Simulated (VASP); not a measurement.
# Sn2PbS3 (Cm) in VASP: single point with PBE

Aim: the single point of Sn2PbS3 with PBE.

Everything below comes from runs of VASP 6.6.1. Logs are shortened: lines on timing, memory, paths and dates and some standing lists are left out, and cuts for length are marked.

### 1 The cell of the first run

It takes space group Cm (No. 8, monoclinic). The conventional cell has a = 7.230 Å, b = 12.507 Å, c = 4.208 Å, α = 90.00°, β = 124.40°, γ = 90.00°. Within 3.6 Å of Sn (site symmetry 1) lie 6 S at 2.73 to 3.24 Å. Pb (site symmetry m) has 6 S at 2.93 to 3.08 Å within 3.9 Å. S (site symmetry 1) has 4 Sn at 2.73 to 3.24 Å and 2 Pb at 2.93 to 3.08 Å within 3.6 Å. S (site symmetry m) has 4 Sn at 2.83 to 3.08 Å and 2 Pb at 2.94 to 3.03 Å within 3.7 Å.

### 2 Single point, PBE

File INCAR:

```
SYSTEM = Sn2PbS3
  PREC = Accurate
  ENCUT = 520
  EDIFF = 1E-6
  ISMEAR = 0
  SIGMA = 0.1
  LREAL = .False.
  LASPH = .True.
  NELM = 60
  ALGO = Normal
  ISIF = 2
  LWAVE = .False.
  LCHARG = .True.
  GGA = PE
  LVHAR = .True.
  NBANDS = 39
  KPAR = 4
```

File KPOINTS:

```
regular mesh
0
Gamma
  8 8 12
  0 0 0
```

File POSCAR:

```
Sn2PbS3
1.0
    3.6148417580     -6.2537144118      0.0170860538
    3.6148417580      6.2537144118      0.0170860538
   -2.3937764943      0.0000000000      3.4602254662
Sn Pb S
2 1 3
Direct
    0.6724527808      0.0034811055      0.0295703806
    0.0034811055      0.6724527808      0.0295703806
    0.3453036286      0.3453036286      0.0466781518
    0.2089609277      0.5507712369      0.6049487371
    0.8522263205      0.8522263205      0.5838716129
    0.5507712369      0.2089609277      0.6049487371
```

Potentials or basis: VASP PAW PBE potentials, release 64 (Sn_d, Pb_d, S).

The run is started by

```console
$ cat potpaw_PBE.64/Sn_d/POTCAR potpaw_PBE.64/Pb_d/POTCAR potpaw_PBE.64/S/POTCAR > POTCAR
$ mpirun -np 4 vasp_std > vasp.out
```

OUTCAR:

```text
SYSTEM = Sn2PbS3
   PREC = Accurate
   ENCUT = 520
   EDIFF = 1E-6
   ISMEAR = 0
   LREAL = .False.
   LASPH = .True.
   NELM = 60
   ISIF = 2
   GGA = PE

 ion  position               nearest neighbor table
   1  0.672  0.003  0.030-   4 2.73   5 2.83   6 2.84   6 3.05   5 3.08   4 3.24
   2  0.003  0.672  0.030-   6 2.73   5 2.83   4 2.84   4 3.05   5 3.08   6 3.24
   3  0.345  0.345  0.047-   4 2.93   6 2.93   5 2.94   5 3.03   6 3.08   4 3.08
   4  0.209  0.551  0.605-   1 2.73   2 2.84   3 2.93   2 3.05   3 3.08   1 3.24
   5  0.852  0.852  0.584-   1 2.83   2 2.83   3 2.94   3 3.03   2 3.08   1 3.08
   6  0.551  0.209  0.605-   2 2.73   1 2.84   3 2.93   1 3.05   3 3.08   2 3.24

  LATTYP: Found a base centered monoclinic cell.
 ALAT       =     7.2297642752
 B/A-ratio  =     1.7299912345
 C/A-ratio  =     0.5819736187
 COS(beta)  =    -0.5650330540

  Lattice vectors:

 A1 = (   3.6148417580,  -6.2537144118,   0.0170860538)
 A2 = (   3.6148417580,   6.2537144118,   0.0170860538)
 A3 = (  -2.3937764943,   0.0000000000,   3.4602254662)

Analysis of symmetry for initial positions (statically):
=====================================================================
 Subroutine PRICEL returns:
 Original cell was already a primitive cell.

 Routine SETGRP: Setting up the symmetry group for a
 base centered monoclinic supercell.

 Subroutine GETGRP returns: Found  2 space group operations
 (whereof  2 operations were pure point group operations)
 out of a pool of  4 trial point group operations.

The static configuration has the point symmetry C_1h.

Analysis of symmetry for dynamics (positions and initial velocities):
=====================================================================
 Subroutine PRICEL returns:
 Original cell was already a primitive cell.

 Routine SETGRP: Setting up the symmetry group for a
 base centered monoclinic supercell.

 Subroutine GETGRP returns: Found  2 space group operations
 (whereof  2 operations were pure point group operations)
 out of a pool of  4 trial point group operations.

The dynamic configuration has the point symmetry C_1h.

 Subroutine INISYM returns: Found  2 space group operations
 (whereof  2 operations are pure point group operations),
 and found     1 'primitive' translations

----------------------------------------------------------------------------------------

                                     Primitive cell

  volume of cell :     156.9566

  direct lattice vectors                    reciprocal lattice vectors
     3.614841758 -6.253714412  0.017086054     0.137867830 -0.079952484  0.095376667
     3.614841758  6.253714412  0.017086054     0.137867830  0.079952484  0.095376667
    -2.393776494  0.000000000  3.460225466    -0.001361540  0.000000000  0.288056599

  length of vectors
     7.223317577  7.223317577  4.207532077     0.185732729  0.185732729  0.288059816

  position of ions in fractional coordinates (direct lattice)
     0.672452781  0.003481106  0.029570381
     0.003481106  0.672452781  0.029570381
     0.345303629  0.345303629  0.046678152
     0.208960928  0.550771237  0.604948737
     0.852226321  0.852226321  0.583871613
     0.550771237  0.208960928  0.604948737

  ion indices of the primitive-cell ions
   primitive index   ion index
                 1           1
                 2           2
                 3           3
                 4           4
                 5           5
                 6           6

----------------------------------------------------------------------------------------

 KPOINTS: regular mesh

Automatic generation of k-mesh.
 Grid dimensions read from file:
 generate k-points for:    8    8   12

 Generating k-lattice:

  Cartesian coordinates                     Fractional coordinates (reciprocal lattice)
     0.017233479 -0.009994060  0.011922083     0.125000000  0.000000000  0.000000000
     0.017233479  0.009994060  0.011922083     0.000000000  0.125000000  0.000000000
    -0.000113462  0.000000000  0.024004717     0.000000000  0.000000000  0.083333333

  Length of vectors
     0.023216591  0.023216591  0.024004985

  Shift w.r.t. Gamma in fractional coordinates (k-lattice)
     0.000000000  0.000000000  0.000000000

 Subroutine IBZKPT returns following result:
 ===========================================

 Found    222 irreducible k-points:

 Following reciprocal coordinates:
            Coordinates               Weight
  0.000000  0.000000  0.000000      1.000000
  0.125000  0.000000 -0.000000      4.000000
  0.250000  0.000000 -0.000000      4.000000
  0.375000 -0.000000  0.000000      4.000000
  0.500000  0.000000 -0.000000      2.000000
  0.125000  0.125000 -0.000000      2.000000
[... 16 lines left out ...]
  0.125000  0.000000  0.083333      4.000000
  0.250000  0.000000  0.083333      4.000000
 [... further k-points ...]
   k-points           NKPTS =    222   k-points in BZ     NKDIM =    222   number of bands    NBANDS=     39
   number of dos      NEDOS =    301   number of ions     NIONS =      6
   total plane-waves  NPLWV =  93312
   dimension x,y,z NGX =    54 NGY =   54 NGZ =   32
   dimension x,y,z NGXF=   108 NGYF=  108 NGZF=   64
   ions per type =               2   1   3
   NGX,Y,Z   is equivalent  to a cutoff of  12.43, 12.43, 12.64 a.u.
   NGXF,Y,Z  is equivalent  to a cutoff of  24.86, 24.86, 25.29 a.u.
 SYSTEM =  Sn2PbS3
   PREC   = accura    normal or accurate (medium, high low for compatibility)
   ISTART =      0    job   : 0-new  1-cont  2-samecut
   ICHARG =      2    charge: 1-file 2-atom 10-const
   ISPIN  =      1    spin polarized calculation?
   LNONCOLLINEAR =      F non collinear calculations
   LSORBIT =      F    spin-orbit coupling
   LASPH  =      T    aspherical Exc in radial PAW
   ENCUT  =  520.0 eV  38.22 Ry    6.18 a.u.  13.43 13.43  7.82*2*pi/ulx,y,z
   NELM   =     60;   NELMIN=  2; NELMDL= -5     # of ELM steps
   EDIFF  = 0.1E-05   stopping-criterion for ELM
   LREAL  =      F    real-space projection
   EDIFFG = 0.1E-04   stopping-criterion for IOM
   NSW    =      0    number of steps for IOM
   IBRION =     -1    ionic relax: 0-MD 1-quasi-New 2-CG
   NFREE  =      0    steps in history (QN), initial steepest desc. (CG)
   ISIF   =      2    stress and relaxation
   ISYM   =      2    0-nonsym 1-usesym 2-fastsym
   POTIM  = 0.5000    time-step for ionic-motion
   TEBEG  =    0.0;   TEEND  =   0.0 temperature during run
   PSTRESS=    0.0 pullay stress
   NELECT =      60.0000    total number of electrons
   NUPDOWN=      -1.0000    fix difference up-down
   EMIN   =  10.00;   EMAX   =-10.00  energy-range for DOS
   EFERMI =   0.00;   METHOD = LEGACY
   ISMEAR =     0;   SIGMA  =   0.10  broadening in eV -4-tet -1-fermi 0-gaus
   EFERMI_NEDOS =   21; number of points for ismear=-14 and -15
   IALGO  =     38    algorithm
   IMIX   =      4    mixing-type and parameters
     AMIX     =   0.40;   BMIX     =  1.00
     AMIX_MAG =   1.60;   BMIX_MAG =  1.00
  volume/ion in A,a.u.               =      26.16       176.53
  Fermi-wavevector in a.u.,A,eV,Ry     =   1.188134  2.245248 19.206832  1.411662
  Thomas-Fermi vector in A             =   2.324270
   LORBIT       =      0    0 simple, 1 ext, 2 COOP (PROOUT), +10 PAW based schemes
   GGA     = PE    functional components
   LHFCALC =     F    Hartree Fock is set to
   AEXX    =    0.0000 exact exchange contribution
   IVDW    =     0    specifies the selected vdW correction
   LEPSILON=     F    determine dielectric tensor
   LRPA    =     F    only Hartree local field effects (RPA)
 non-spin polarized calculation
 Gauss-broadening in eV      SIGMA  =   0.10
  energy-cutoff  :      520.00
  volume of cell :      156.96
 maximum number of plane-waves:      4255
 NGX is ok and might be reduce to    54
   NGX = 27   NGY = 27   NGZ = 15

 number of electron      60.0000010 magnetization

 Free energy of the ion-electron system (eV)
  ---------------------------------------------------
  ext. energy  EPLUGINS =         0.00000000
  ---------------------------------------------------
  free energy    TOTEN  =       -26.31743808 eV

  energy without entropy =      -26.31729492  energy(sigma->0) =      -26.31736650

 E-fermi :   6.0070     XC(G=0):  -9.5381

 val. band max:        5.9827189389   @ k =   0.5000   0.5000   0.5000
 cond. band min:       6.0304424077   @ k =   0.5000   0.5000   0.5000
 fundamental gap:      0.0477234688
 Fermi energy:         6.0069579476

 k-point     1 :       0.0000    0.0000    0.0000
  band No.  band energies     occupation
      1     -15.7163      2.00000
      2     -15.7133      2.00000
      3     -15.7089      2.00000
      4     -15.7070      2.00000
      5     -15.7037      2.00000
      6     -15.7021      2.00000
[... 31 lines left out ...]
     38      10.4461      0.00000
     39      10.4650      0.00000

 k-point     2 :       0.1250    0.0000   -0.0000
  band No.  band energies     occupation
      1     -15.7158      2.00000
      2     -15.7136      2.00000
      3     -15.7090      2.00000
      4     -15.7074      2.00000
      5     -15.7039      2.00000
      6     -15.7015      2.00000
[... 31 lines left out ...]
     38      10.2259      0.00000
     39      10.3234      0.00000

 k-point     3 :       0.2500    0.0000   -0.0000
  band No.  band energies     occupation
      1     -15.7148      2.00000
      2     -15.7137      2.00000
      3     -15.7096      2.00000
      4     -15.7077      2.00000
      5     -15.7043      2.00000
      6     -15.7008      2.00000
[... 31 lines left out ...]
     38       9.9154      0.00000
     39      10.0439      0.00000

 k-point     4 :       0.3750   -0.0000    0.0000
  band No.  band energies     occupation
      1     -15.7151      2.00000
      2     -15.7122      2.00000
      3     -15.7103      2.00000
      4     -15.7079      2.00000
      5     -15.7049      2.00000
      6     -15.7005      2.00000
[... 31 lines left out ...]
     38       9.6637      0.00000
     39       9.8096      0.00000
[... 754 lines left out ...]
     38      10.2713      0.00000
     39      10.3238      0.00000

 k-point    23 :       0.1250    0.0000    0.0833
  band No.  band energies     occupation
      1     -15.7144      2.00000
      2     -15.7131      2.00000
      3     -15.7092      2.00000
      4     -15.7081      2.00000
      5     -15.7037      2.00000
      6     -15.7018      2.00000
[... 31 lines left out ...]
     38       9.9248      0.00000
     39      10.0623      0.00000

 k-point    24 :       0.2500    0.0000    0.0833
  band No.  band energies     occupation
      1     -15.7141      2.00000
      2     -15.7127      2.00000
      3     -15.7098      2.00000
      4     -15.7077      2.00000
      5     -15.7045      2.00000
      6     -15.7013      2.00000
[... 31 lines left out ...]
     38       9.6626      0.00000
     39       9.8796      0.00000

 [... further k-points ...]
[... 5 lines left out ...]
  --------------------------------------------------------------------------------------
  -------------------------------------------------------------------------------------
  Total       -0.0648719     -0.0460340     -0.0462816      0.0000000      0.0000000      0.0110966
  in kB       -0.6621982     -0.4699044     -0.4724320      0.0000000      0.0000000      0.1132720
  external PRESSURE =      -0.5348449 kB  Pullay stress =       0.0000000 kB

 VOLUME and BASIS-vectors are now :
 -----------------------------------------------------------------------------
  energy-cutoff  :      520.00
  volume of cell :      156.96
      direct lattice vectors                 reciprocal lattice vectors
     3.614841758 -6.253714412  0.017086054     0.137867830 -0.079952484  0.095376667
     3.614841758  6.253714412  0.017086054     0.137867830  0.079952484  0.095376667
    -2.393776494  0.000000000  3.460225466    -0.001361540  0.000000000  0.288056599

 POSITION                                       TOTAL-FORCE (eV/Angst)
 -----------------------------------------------------------------------------------
      2.37261     -4.18356      0.11387         0.000271     -0.003965      0.004122
      2.37261      4.18356      0.11387         0.000271      0.003965      0.004122
      2.38470      0.00000      0.17332         0.002453      0.000000      0.004880
      1.29820      2.13758      2.10624        -0.000723     -0.008605     -0.003749
      4.76367      0.00000      2.04945        -0.001550      0.000000     -0.005626
      1.29820     -2.13758      2.10624        -0.000723      0.008605     -0.003749
 -----------------------------------------------------------------------------------
    total drift:                               -0.000231      0.000000      0.000357

  FREE ENERGIE OF THE ION-ELECTRON SYSTEM (eV)
  ---------------------------------------------------
  free  energy   TOTEN  =       -26.3174380752 eV

  energy  without entropy=      -26.3172949183  energy(sigma->0) =      -26.31736650
```

It took 9.7 min on 4 MPI ranks of Intel Xeon Platinum 8375C at 2.90GHz (Ice Lake), shared host; peak memory 1.2 GiB.

Results:

```yaml
Free_energy: -26.3174 eV
Pressure: -0.1 GPa
Largest_force: 0.009 eV/Å
Band_gap_on_the_k_mesh: 0.05 eV
```

Forces in eV/Å, atoms in the order of the input:
```
Sn   0.000 -0.004  0.004
Sn   0.000  0.004  0.004
Pb   0.002  0.000  0.005
S   -0.001 -0.009 -0.004
S   -0.002  0.000 -0.006
S   -0.001  0.009 -0.004
```

Caveat: spin-orbit coupling is left out, which moves the levels of the heavy elements. A k mesh can miss the band edges.
